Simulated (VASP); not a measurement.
# PbS (Cmcm) in VASP: notebook

The runs below take PbS through single point, with PBE.

Everything below comes from runs of VASP 6.6.1. Logs are shortened: lines on timing, memory, paths and dates and some standing lists are left out, and cuts for length are marked.

## (1) The cell of the first run

It takes space group Cmcm (No. 63, orthorhombic). The conventional cell has a = 4.213 Å, b = 12.529 Å, c = 4.300 Å, α = 90.00°, β = 90.00°, γ = 90.00°. Pb (site symmetry m2m) has 5 S at 2.71 to 3.01 Å within 3.6 Å. S (site symmetry m2m) has 5 Pb at 2.71 to 3.01 Å within 3.6 Å.

## (2) Single point, PBE (28.38 Å³/atom)

INCAR reads:

```
SYSTEM = PbS
ALGO = Normal
EDIFF = 1E-6
ENCUT = 520
GGA = PE
ISIF = 2
ISMEAR = 0
LASPH = .True.
LCHARG = .False.
LREAL = .False.
LWAVE = .False.
NBANDS = 28
NELM = 60
PREC = Accurate
SIGMA = 0.02
```

KPOINTS reads:

```
k-points
0
Gamma
  8 8 6
  0 0 0
```

POSCAR reads:

```
PbS
1.0
    2.1065905193     -6.2643705407      0.0000000000
    2.1065905193      6.2643705407      0.0000000000
    0.0000000000      0.0000000000      4.3004457420
Pb S
2 2
Direct
    0.8636815148      0.1363184852      0.7500000000
    0.1363184852      0.8636815148      0.2500000000
    0.6477345496      0.3522654504      0.7500000000
    0.3522654504      0.6477345496      0.2500000000
```

Potentials or basis: VASP PAW PBE potentials, release 64 (Pb_d, S).

Command:

```console
$ cat potpaw_PBE.64/Pb_d/POTCAR potpaw_PBE.64/S/POTCAR > POTCAR
$ mpirun -np 1 vasp_std > vasp.out
```

OUTCAR:

```text
SYSTEM = PbS
   EDIFF = 1E-6
   ENCUT = 520
   GGA = PE
   ISIF = 2
   ISMEAR = 0
   LASPH = .True.
   LREAL = .False.
   NELM = 60
   PREC = Accurate

 ion  position               nearest neighbor table
   1  0.864  0.136  0.750-   3 2.71   4 3.01   4 3.01   4 3.01   4 3.01   2 4.04   2 4.04
   2  0.136  0.864  0.250-   4 2.71   3 3.01   3 3.01   3 3.01   3 3.01   1 4.04   1 4.04
   3  0.648  0.352  0.750-   1 2.71   2 3.01   2 3.01   2 3.01   2 3.01
   4  0.352  0.648  0.250-   2 2.71   1 3.01   1 3.01   1 3.01   1 3.01

  LATTYP: Found a base centered orthorhombic cell.
 ALAT       =     4.2131810386
 B/A-ratio  =     2.9737010982
 C/A-ratio  =     1.0207123080

  Lattice vectors:

 A1 = (   2.1065905193,  -6.2643705407,   0.0000000000)
 A2 = (   2.1065905193,   6.2643705407,   0.0000000000)
 A3 = (   0.0000000000,   0.0000000000,   4.3004457420)

Analysis of symmetry for initial positions (statically):
=====================================================================
 Subroutine PRICEL returns:
 Original cell was already a primitive cell.

 Routine SETGRP: Setting up the symmetry group for a
 base centered orthorhombic supercell.

 Subroutine GETGRP returns: Found  8 space group operations
 (whereof  4 operations were pure point group operations)
 out of a pool of  8 trial point group operations.

The static configuration has the point symmetry C_2h.
 The point group associated with its full space group is D_2h.

Analysis of symmetry for dynamics (positions and initial velocities):
=====================================================================
 Subroutine PRICEL returns:
 Original cell was already a primitive cell.

 Routine SETGRP: Setting up the symmetry group for a
 base centered orthorhombic supercell.

 Subroutine GETGRP returns: Found  8 space group operations
 (whereof  4 operations were pure point group operations)
 out of a pool of  8 trial point group operations.

The dynamic configuration has the point symmetry C_2h.
 The point group associated with its full space group is D_2h.

 Subroutine INISYM returns: Found  8 space group operations
 (whereof  4 operations are pure point group operations),
 and found     1 'primitive' translations

----------------------------------------------------------------------------------------

                                     Primitive cell

  volume of cell :     113.5014

  direct lattice vectors                    reciprocal lattice vectors
     2.106590519 -6.264370541  0.000000000     0.237350351 -0.079816479  0.000000000
     2.106590519  6.264370541  0.000000000     0.237350351  0.079816479  0.000000000
     0.000000000  0.000000000  4.300445742     0.000000000  0.000000000  0.232534035

  length of vectors
     6.609089339  6.609089339  4.300445742     0.250411381  0.250411381  0.232534035

  position of ions in fractional coordinates (direct lattice)
     0.863681515  0.136318485  0.750000000
     0.136318485  0.863681515  0.250000000
     0.647734550  0.352265450  0.750000000
     0.352265450  0.647734550  0.250000000

  ion indices of the primitive-cell ions
   primitive index   ion index
                 1           1
                 2           2
                 3           3
                 4           4

----------------------------------------------------------------------------------------

 KPOINTS: k-points

Automatic generation of k-mesh.
 Grid dimensions read from file:
 generate k-points for:    8    8    6

 Generating k-lattice:

  Cartesian coordinates                     Fractional coordinates (reciprocal lattice)
     0.029668794 -0.009977060  0.000000000     0.125000000  0.000000000  0.000000000
     0.029668794  0.009977060  0.000000000     0.000000000  0.125000000  0.000000000
     0.000000000  0.000000000  0.038755672     0.000000000  0.000000000  0.166666667

  Length of vectors
     0.031301423  0.031301423  0.038755672

  Shift w.r.t. Gamma in fractional coordinates (k-lattice)
     0.000000000  0.000000000  0.000000000

 Subroutine IBZKPT returns following result:
 ===========================================

 Found     84 irreducible k-points:

 Following reciprocal coordinates:
            Coordinates               Weight
  0.000000  0.000000  0.000000      1.000000
  0.125000  0.000000  0.000000      4.000000
  0.250000  0.000000  0.000000      4.000000
  0.375000  0.000000  0.000000      4.000000
  0.500000  0.000000  0.000000      2.000000
  0.125000  0.125000  0.000000      2.000000
[... 16 lines left out ...]
  0.125000  0.000000  0.166667      8.000000
  0.250000  0.000000  0.166667      8.000000
 [... further k-points ...]
   k-points           NKPTS =     84   k-points in BZ     NKDIM =     84   number of bands    NBANDS=     28
   number of dos      NEDOS =    301   number of ions     NIONS =      4
   total plane-waves  NPLWV =  80000
   dimension x,y,z NGX =    50 NGY =   50 NGZ =   32
   dimension x,y,z NGXF=   100 NGYF=  100 NGZF=   64
   ions per type =               2   2
   NGX,Y,Z   is equivalent  to a cutoff of  12.58, 12.58, 12.37 a.u.
   NGXF,Y,Z  is equivalent  to a cutoff of  25.15, 25.15, 24.74 a.u.
 SYSTEM =  PbS
   PREC   = accura    normal or accurate (medium, high low for compatibility)
   ISTART =      0    job   : 0-new  1-cont  2-samecut
   ICHARG =      2    charge: 1-file 2-atom 10-const
   ISPIN  =      1    spin polarized calculation?
   LNONCOLLINEAR =      F non collinear calculations
   LSORBIT =      F    spin-orbit coupling
   LASPH  =      T    aspherical Exc in radial PAW
   ENCUT  =  520.0 eV  38.22 Ry    6.18 a.u.  12.29 12.29  8.00*2*pi/ulx,y,z
   NELM   =     60;   NELMIN=  2; NELMDL= -5     # of ELM steps
   EDIFF  = 0.1E-05   stopping-criterion for ELM
   LREAL  =      F    real-space projection
   EDIFFG = 0.1E-04   stopping-criterion for IOM
   NSW    =      0    number of steps for IOM
   IBRION =     -1    ionic relax: 0-MD 1-quasi-New 2-CG
   NFREE  =      0    steps in history (QN), initial steepest desc. (CG)
   ISIF   =      2    stress and relaxation
   ISYM   =      2    0-nonsym 1-usesym 2-fastsym
   POTIM  = 0.5000    time-step for ionic-motion
   TEBEG  =    0.0;   TEEND  =   0.0 temperature during run
   PSTRESS=    0.0 pullay stress
   NELECT =      40.0000    total number of electrons
   NUPDOWN=      -1.0000    fix difference up-down
   EMIN   =  10.00;   EMAX   =-10.00  energy-range for DOS
   EFERMI =   0.00;   METHOD = LEGACY
   ISMEAR =     0;   SIGMA  =   0.02  broadening in eV -4-tet -1-fermi 0-gaus
   EFERMI_NEDOS =   21; number of points for ismear=-14 and -15
   IALGO  =     38    algorithm
   IMIX   =      4    mixing-type and parameters
     AMIX     =   0.40;   BMIX     =  1.00
     AMIX_MAG =   1.60;   BMIX_MAG =  1.00
  volume/ion in A,a.u.               =      28.38       191.49
  Fermi-wavevector in a.u.,A,eV,Ry     =   1.156364  2.185211 18.193401  1.337177
  Thomas-Fermi vector in A             =   2.292985
   LORBIT       =      0    0 simple, 1 ext, 2 COOP (PROOUT), +10 PAW based schemes
   GGA     = PE    functional components
   LHFCALC =     F    Hartree Fock is set to
   AEXX    =    0.0000 exact exchange contribution
   IVDW    =     0    specifies the selected vdW correction
   LEPSILON=     F    determine dielectric tensor
   LRPA    =     F    only Hartree local field effects (RPA)
 non-spin polarized calculation
 Gauss-broadening in eV      SIGMA  =   0.02
  energy-cutoff  :      520.00
  volume of cell :      113.50
 maximum number of plane-waves:      3080
 NGX is ok and might be reduce to    50
   NGX = 25   NGY = 25   NGZ = 15

 number of electron      40.0000006 magnetization

 Free energy of the ion-electron system (eV)
  ---------------------------------------------------
  ext. energy  EPLUGINS =         0.00000000
  ---------------------------------------------------
  free energy    TOTEN  =       -17.38242675 eV

  energy without entropy =      -17.38242675  energy(sigma->0) =      -17.38242675

 E-fermi :   4.3733     XC(G=0):  -9.2450

 val. band max:        4.2121046879   @ k =   0.5000   0.5000   0.3333
 cond. band min:       5.5268085837   @ k =   0.5000   0.5000   0.0000
 fundamental gap:      1.3147038959
 Fermi energy:         4.3732880601

 k-point     1 :       0.0000    0.0000    0.0000
  band No.  band energies     occupation
      1     -12.0485      2.00000
      2     -11.9661      2.00000
      3     -11.9607      2.00000
      4     -11.9426      2.00000
      5     -11.9331      2.00000
      6     -11.9265      2.00000
[... 20 lines left out ...]
     27      10.3225      0.00000
     28      11.1533      0.00000

 k-point     2 :       0.1250    0.0000    0.0000
  band No.  band energies     occupation
      1     -12.0403      2.00000
      2     -11.9618      2.00000
      3     -11.9539      2.00000
      4     -11.9426      2.00000
      5     -11.9348      2.00000
      6     -11.9305      2.00000
[... 20 lines left out ...]
     27      10.3589      0.00000
     28      11.5461      0.00000

 k-point     3 :       0.2500    0.0000    0.0000
  band No.  band energies     occupation
      1     -12.0196      2.00000
      2     -11.9524      2.00000
      3     -11.9452      2.00000
      4     -11.9401      2.00000
      5     -11.9400      2.00000
      6     -11.9383      2.00000
[... 20 lines left out ...]
     27      11.2346      0.00000
     28      12.2259      0.00000

 k-point     4 :       0.3750    0.0000    0.0000
  band No.  band energies     occupation
      1     -11.9947      2.00000
      2     -11.9559      2.00000
      3     -11.9513      2.00000
      4     -11.9493      2.00000
      5     -11.9363      2.00000
      6     -11.9312      2.00000
[... 578 lines left out ...]
     27      10.3384      0.00000
     28      11.8350      0.00000

 k-point    23 :       0.1250    0.0000    0.1667
  band No.  band energies     occupation
      1     -12.0290      2.00000
      2     -11.9576      2.00000
      3     -11.9549      2.00000
      4     -11.9401      2.00000
      5     -11.9398      2.00000
      6     -11.9292      2.00000
[... 20 lines left out ...]
     27      11.2238      0.00000
     28      12.0270      0.00000

 k-point    24 :       0.2500    0.0000    0.1667
  band No.  band energies     occupation
      1     -12.0171      2.00000
      2     -11.9623      2.00000
      3     -11.9471      2.00000
      4     -11.9434      2.00000
      5     -11.9378      2.00000
      6     -11.9292      2.00000
[... 20 lines left out ...]
     27      11.5443      0.00000
     28      12.1920      0.00000

 [... further k-points ...]

------------------------ aborting loop because EDIFF is reached ----------------------------------------

  FORCE on cell =-STRESS in cart. coord.  units (eV):
  Direction    XX          YY          ZZ          XY          YZ          ZX
  --------------------------------------------------------------------------------------
  -------------------------------------------------------------------------------------
  Total       -0.3134166     -0.3157718     -0.3411094      0.0000000      0.0000000      0.0000000
  in kB       -4.4241676     -4.4574125     -4.8150775      0.0000000      0.0000000      0.0000000
  external PRESSURE =      -4.5655525 kB  Pullay stress =       0.0000000 kB

 VOLUME and BASIS-vectors are now :
 -----------------------------------------------------------------------------
  energy-cutoff  :      520.00
  volume of cell :      113.50
      direct lattice vectors                 reciprocal lattice vectors
     2.106590519 -6.264370541  0.000000000     0.237350351 -0.079816479  0.000000000
     2.106590519  6.264370541  0.000000000     0.237350351  0.079816479  0.000000000
     0.000000000  0.000000000  4.300445742     0.000000000  0.000000000  0.232534035

 POSITION                                       TOTAL-FORCE (eV/Angst)
 -----------------------------------------------------------------------------------
      2.10659     -4.55647      3.22533         0.000000      0.000931      0.000000
      2.10659      4.55647      1.07511         0.000000     -0.000931     -0.000000
      2.10659     -1.85093      3.22533         0.000000      0.000811     -0.000000
      2.10659      1.85093      1.07511         0.000000     -0.000811     -0.000000
 -----------------------------------------------------------------------------------
    total drift:                                0.000000     -0.000000      0.000000

  FREE ENERGIE OF THE ION-ELECTRON SYSTEM (eV)
  ---------------------------------------------------
  free  energy   TOTEN  =       -17.3824267484 eV

  energy  without entropy=      -17.3824267484  energy(sigma->0) =      -17.38242675
```

It took 5.5 min on 1 thread of Intel Xeon 8259CL, shared host; peak memory 0.41 GiB.

Results:

```
Free energy            : -17.3824 eV
Pressure               : -0.5 GPa
Band gap on the k mesh : 1.31 eV (least direct gap 1.55 eV)
```

Levels at points of the mesh, in eV from the valence-band top:
```
           k point  band 16  band 17  band 18  band 19  band 20  band 21  band 22  band 23  band 24  band 25
(0.00, 0.00, 0.00)    -2.61    -2.24    -1.43    -1.32    -0.33     4.70     4.85     5.00     5.40     5.68
(0.50, 0.00, 0.00)    -1.79    -1.12    -1.01    -0.22    -0.20     1.83     2.01     2.54     2.94     3.18
(0.50, 0.50, 0.00)    -2.41    -2.03    -1.57    -1.20    -0.36     1.31     4.72     4.99     5.12     5.51
(0.00, 0.00, 0.50)    -2.34    -0.96    -0.96    -0.03    -0.03     1.93     1.93     2.93     2.93     4.73
(0.50, 0.00, 0.50)    -4.02    -2.79    -2.79    -1.33    -1.33     3.59     3.59     5.28     5.28     6.26
(0.50, 0.50, 0.50)    -1.21    -1.03    -1.03    -0.27    -0.27     1.73     1.73     3.21     3.21     3.43
```

Caveat: spin-orbit coupling is left out, which moves the levels of the heavy elements.

## (3) Single point, PBE (29.20 Å³/atom)

This run uses another cell than the first one, of 29.20 Å³/atom.

INCAR reads:

```
ALGO = Normal ; EDIFF = 1E-6
ENCUT = 520 ; GGA = PE
ISIF = 2 ; ISMEAR = 0
LASPH = True ; LCHARG = False
LREAL = False ; LWAVE = False
NBANDS = 28 ; NELM = 60
PREC = Accurate ; SIGMA = 0.02
```

KPOINTS reads:

```
k-points
0
Gamma
  8 8 6
```

POSCAR reads:

```
PbS
1.0
    2.1148396667     -6.4308746992      0.0000000000
    2.1148396667      6.4308746992      0.0000000000
    0.0000000000      0.0000000000      4.2942980292
Pb S
2 2
Direct
    0.8605698311      0.1394301689      0.7500000000
    0.1394301689      0.8605698311      0.2500000000
    0.6504492333      0.3495507667      0.7500000000
    0.3495507667      0.6504492333      0.2500000000
```

Potentials or basis: VASP PAW PBE potentials, release 64 (Pb_d, S).

Command:

```console
$ cat potpaw_PBE.64/Pb_d/POTCAR potpaw_PBE.64/S/POTCAR > POTCAR
$ mpirun -np 1 vasp_std > vasp.out
```

It took 5.3 min on 1 thread of Intel Xeon 8259CL, shared host; peak memory 0.42 GiB.

It converged, with:

```yaml
Free_energy: -17.3724 eV
Pressure: -0.6 GPa
Band_gap_on_the_k_mesh: 1.32 eV (least direct gap 1.60 eV)
```

Forces in eV/Å, atoms in the order of the input:
```
Pb   0.000  0.001  0.000
Pb   0.000 -0.001  0.000
S    0.000  0.003  0.000
S    0.000 -0.003  0.000
```

Levels at points of the mesh, in eV from the valence-band top:
```
           k point  band 17  band 18  band 19  band 20  band 21  band 22  band 23  band 24
(0.00, 0.00, 0.00)    -2.26    -1.39    -1.30    -0.29     4.69     4.78     5.03     5.16
(0.50, 0.00, 0.00)    -1.08    -0.99    -0.21    -0.17     1.84     2.04     2.65     2.95
(0.50, 0.50, 0.00)    -2.18    -1.49    -1.21    -0.33     1.32     4.81     4.99     5.22
(0.00, 0.00, 0.50)    -0.96    -0.96    -0.05    -0.05     1.95     1.95     2.95     2.95
(0.50, 0.00, 0.50)    -2.71    -2.71    -1.34    -1.34     3.65     3.65     5.24     5.24
(0.50, 0.50, 0.50)    -1.01    -1.01    -0.24    -0.24     1.76     1.76     3.17     3.17
```

Caveat: spin-orbit coupling is left out, which moves the levels of the heavy elements. A k mesh can miss the band edges.
